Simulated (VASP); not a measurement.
Input of a VASP 6.6.1 run:

The input INCAR:

```
PREC     = Accurate       # precision mode
ENCUT    = 520            # plane-wave cutoff, eV
EDIFF    = 1E-6           # SCF threshold, eV
ISMEAR   = -1             # smearing method
SIGMA    = 0.05           # smearing width, eV
LREAL    = F              # projectors in reciprocal space
LASPH    = T              # aspherical terms in the spheres
NELM     = 100            # most SCF steps
ALGO     = Normal         # electronic algorithm
ISIF     = 2              # what is computed and relaxed
LWAVE    = F              # write WAVECAR
LCHARG   = F              # write CHGCAR
GGA      = PS             # functional
NBANDS   = 48             # bands
```

The input KPOINTS:

```
Automatic mesh
0
Gamma
  7 7 2
```

File POSCAR:

```
InSe
1.0
    3.8854361425      0.0000000000      0.0000000000
   -1.9427180713      3.3648864042      0.0000000000
    0.0000000000      0.0000000000     18.0520649100
In Se
4 4
Direct
    0.3333333333      0.6666666667      0.0773904900
    0.3333333333      0.6666666667      0.9226095100
    0.0000000000      0.0000000000      0.4226063200
    0.0000000000      0.0000000000      0.5773936800
    0.3333333333      0.6666666667      0.3529842800
    0.3333333333      0.6666666667      0.6470157200
    0.6666666667      0.3333333333      0.1469999300
    0.6666666667      0.3333333333      0.8530000700
```

Potentials or basis: VASP PAW PBE potentials, release 64 (In_d, Se).

Launch:

```console
$ cat potpaw_PBE.64/In_d/POTCAR potpaw_PBE.64/Se/POTCAR > POTCAR
$ mpirun -np 1 vasp_std > vasp.out
```

(1) What does it give for the band gap on the k mesh?

(2) What does it give for the pressure?

(3) Predict the largest force.

Results:

(1) 1.15 eV.

(2) 3.8 GPa.

(3) 0.797 eV/Å.

Caveat: the cell stands under pressure; the PAW data sets were made with another functional, which shifts forces and pressure a little; spin-orbit coupling is left out, which moves the levels of the heavy elements; an odd mesh through Γ misses points on the zone boundary, where band edges can lie; this functional lacks dispersion, which binds the layers, so the pressure and a relaxed spacing across them are unreliable.
